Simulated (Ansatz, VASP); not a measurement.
## One calculation of BP, two programs

INCAR

```
SYSTEM = BP
  PREC = Accurate
  ENCUT = 520
  EDIFF = 1E-6
  ISMEAR = -1
  SIGMA = 0.08
  LREAL = .FALSE.
  LASPH = .TRUE.
  NELM = 80
  ALGO = Normal
  ISIF = 2
  LWAVE = .FALSE.
  LCHARG = .TRUE.
  GGA = PE
  LELF = .TRUE.
  LVHAR = .TRUE.
  NBANDS = 11
```

The input KPOINTS:

```
regular mesh
0
G
  13 13 11
  0 0 0
```

File POSCAR:

```
BP
1.0
    2.9893735393      0.0000000000      0.0000000000
   -1.4946867696      2.5888734264      0.0000000000
    0.0000000000      0.0000000000      2.6439321342
B P
1 1
Direct
    0.0000000000      0.0000000000      0.0000000000
    0.3333333333      0.6666666667      0.5000000000
```

Input for Ansatz:

```yaml
crystal:
  lattice:
    - [2.9893735393, 0.0, 0.0]
    - [-1.4946867696, 2.5888734264, 0.0]
    - [0.0, 0.0, 2.6439321342]
  atoms:
    - { symbol: B, position: [0.0, 0.0, 0.0] }
    - { symbol: P, position: [0.3333333333, 0.6666666667, 0.5] }
kpoints:
  mp_grid: { grid: [13, 13, 11] }
scf:
  occupations: { method: fermi_dirac, width: 0.08 }
hamiltonian:
  xc: pbe
  pseudopotentials: { kind: all_electron, lapw: { basis_error: 0.0005 } }
output:
  forces: true
  stress: true
  eigenvalues: true
```

Change from the starting cell: volume scaled by 0.98.

Alike in both runs: task single point; functional PBE; k mesh 13 × 13 × 11; occupations fermi-dirac, width 0.08 eV; no spin polarisation.

|  | VASP | Ansatz |
| --- | --- | --- |
| version | VASP 6.6.1 | Ansatz 0.2.0 |
| potentials or method | VASP PAW PBE potentials, release 64 (B, P), cutoff 520 eV | all-electron LAPW, scalar-relativistic |

|  | VASP | Ansatz | Ansatz less VASP |
| --- | --- | --- | --- |
| pressure (GPa) | 2.8 | 3.1 | +0.28 |
| traceless stress, the component that is largest in VASP (GPa) | 0.08 | 0.08 | +0.001 |

Ansatz ran all-electron here, and VASP with PAW potentials.
